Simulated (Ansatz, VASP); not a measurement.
Two plane-wave programs on LiCl

```
Li Cl
1.0
     0.00000    2.60634    2.60634
     2.60634    0.00000    2.60634
     2.60634    2.60634    0.00000
Li Cl
1 1
Direct
  0.00000 0.00000 0.00000
  0.50000 0.50000 0.50000
```

Alike in both runs: task single point; functional r2SCAN; k mesh 8 × 8 × 8; occupations gaussian, width 0.02 eV; no spin polarisation.

```csv
,VASP,Ansatz
version,VASP 6.6.1,Ansatz 0.2.0
potentials or method,"VASP PAW PBE potentials, release 64 (Li_sv, Cl), cutoff 520 eV","scalar-relativistic, plane waves, PAW"
valence electrons in the cell,10,10
```

```tsv
	VASP	Ansatz	Ansatz less VASP
gap on the k mesh at the Fermi level (eV)	7.01	6.94	-0.070
least direct gap on the mesh (eV)	7.01	6.94	-0.070
```

VASP's potentials were made for PBE, not for r2SCAN. The functional is the same, so the differences come from potentials, cutoffs and numerics.

Noted on VASP's run: the cutoff is short for stress, so the pressure is rough.
